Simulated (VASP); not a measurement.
The system is Sb.

```xyz
4
Lattice="3.3750 0.0000 0.0000 -1.6875 2.9228 0.0000 0.0000 0.0000 11.0226" Properties=species:S:1:pos:R:3 pbc="T T T"
Sb    0.0000    0.0000    0.0000
Sb    0.0000    0.0000    5.5113
Sb    0.0000    1.9485    2.7557
Sb    1.6875    0.9743    8.2670
```

This isn't the form of Sb at room conditions, which is rhombohedral.

| Property | Result |
| --- | --- |
| Program | VASP 6.6.1 |
| Task | relaxation of cell and atoms |
| Functional | revPBE |
| Potentials or basis | VASP PAW PBE potentials, release 64 (Sb) |
| Cutoff | 600 eV |
| k mesh | 11 × 11 × 3 |
| Occupations | fermi-dirac, width 0.1 eV |
| Spin | no spin polarisation |

At the start: pressure 1.3 GPa; volume 27.18 Å³/atom.

How do energy, volume and symmetry change on relaxing?

Over 5 steps the energy falls by 6.2 meV/atom and the volume is 27.80 Å³/atom (+2.3 %); space group P6_3/mmc (No. 194, to 0.1 Å) before and after.

The path:
```tsv
step	energy change (eV)	largest force (eV/Å)	pressure (GPa)	volume (Å³)
1	0.0000	0.0000	1.31	108.73
2	-0.0161	0.0000	-0.57	112.25
3	-0.0165	0.0000	-0.33	111.77
4	-0.0222	0.0000	-0.20	111.49
5	-0.0247	0.0000	-0.02	111.18
```

Final structure:
```yaml
crystal:
  lattice:
    - [3.35848, 0.00000, 0.00000]
    - [-1.67924, 2.90853, 0.00000]
    - [0.00000, 0.00000, 11.38208]
  atoms:
    - { symbol: Sb, position: [0.00000, 0.00000, 0.00000] }
    - { symbol: Sb, position: [0.00000, 0.00000, 0.50000] }
    - { symbol: Sb, position: [0.33333, 0.66667, 0.25000] }
    - { symbol: Sb, position: [0.66667, 0.33333, 0.75000] }
```

Caveat: the PAW data sets were made with another functional, which shifts forces and pressure a little.
